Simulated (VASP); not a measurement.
A run of VASP 6.6.1:

File INCAR:

```
SYSTEM = As
ALGO     = Normal         ! electronic algorithm
EDIFF    = 1E-6           ! SCF threshold, eV
ENCUT    = 600            ! plane-wave cutoff, eV
GGA      = PE             ! functional
GGA_COMPAT= .FALSE.      
ISIF     = 2              ! what is computed and relaxed
ISMEAR   = -1             ! smearing method
LASPH    = .TRUE.         ! aspherical terms in the spheres
LCHARG   = .TRUE.         ! write CHGCAR
LELF     = .TRUE.         ! ELF
LREAL    = .FALSE.        ! projectors in reciprocal space
LVHAR    = .TRUE.       
LWAVE    = .FALSE.        ! write WAVECAR
NBANDS   = 22             ! bands
NELM     = 120            ! most SCF steps
PREC     = Accurate       ! precision mode
SIGMA    = 0.1            ! smearing width, eV
```

Contents of KPOINTS:

```
k-points
0
G
  14 14 14
  0 0 0
```

File POSCAR:

```
As
1.0
    1.8852120817     -1.0884277028      3.3281428432
    0.0000000000      2.1768554057      3.3281428431
   -1.8852120817     -1.0884277028      3.3281428432
As
2
Direct
    0.2312937003      0.2312937003      0.2312937003
   -0.2312937003     -0.2312937003     -0.2312937003
```

Potentials or basis: VASP PAW PBE potentials, release 64 (As_d).

The run is started by

```console
$ cat potpaw_PBE.64/As_d/POTCAR > POTCAR
$ mpirun -np 1 vasp_std > vasp.out
```

Hardware: 1 thread of Intel(R) Xeon(R) Platinum 8259CL CPU @ 2.50GHz (Skylake/Cascade Lake), on a shared host.

Question: Estimate the wall time of this run.

Answer: It took 3 min on 1 thread of Intel(R) Xeon(R) Platinum 8259CL CPU @ 2.50GHz (Skylake/Cascade Lake), with other jobs on the host, peak memory 0.36 GiB. Counts: scf iterations 11, k points 288.
